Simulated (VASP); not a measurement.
Wanted: the native input for a VASP 6.6.1 run.

```
Task                   : single point
Functional             : LDA
Potentials or basis    : VASP PAW LDA potentials, release 64 (Mg, O)
Cutoff                 : 600 eV
k mesh                 : 3 × 3 × 2, shifted
Occupations            : gaussian, width 0.01 eV
Spin                   : no spin polarisation
Dipole correction      : no
Further INCAR settings : ALGO = Normal; EDIFF = 1e-06; NBANDS = 16
```

The structure of MgO lies in POSCAR:

```
MgO
1.0
    3.3134800000     -0.0340300000      0.0083100000
   -1.6862100000      2.8852800000     -0.0172100000
    0.0125200000     -0.0227100000      5.0057500000
Mg O
2 2
Direct
    0.3439300000      0.6688300000      0.0009800000
    0.6573600000      0.3165100000      0.5018800000
    0.3279800000      0.6573300000      0.3986200000
    0.6739000000      0.3363900000      0.8960600000
```

These files were run (other wordings do the same):

INCAR

```
PREC = Accurate
ENCUT = 600
EDIFF = 1E-6
ISMEAR = 0
SIGMA = 0.01
LREAL = False
LASPH = True
NELM = 120
ALGO = Normal
ISIF = 2
LWAVE = False
LCHARG = True
LELF = True
LVHAR = True
NBANDS = 16
GGA_COMPAT = False
```

KPOINTS

```
Automatic mesh
0
Gamma
  3 3 2
  0 0 0.5
```

Potentials or basis: VASP PAW LDA potentials, release 64 (Mg, O).

Launch:

```bash
$ cat potpaw_LDA.64/Mg/POTCAR potpaw_LDA.64/O/POTCAR > POTCAR
$ mpirun -np 1 vasp_std > vasp.out
```

Results of the run:

The pressure is -6.1 GPa. The largest force is 0.329 eV/Å. The band gap on the k mesh is 4.62 eV, indirect (least direct gap 4.63 eV).

Caveat: the k points lie up to 0.74 Å⁻¹ apart.

Run time: 16 s on 1 thread of AMD EPYC 7R13, on a shared host, peak memory 0.12 GiB.
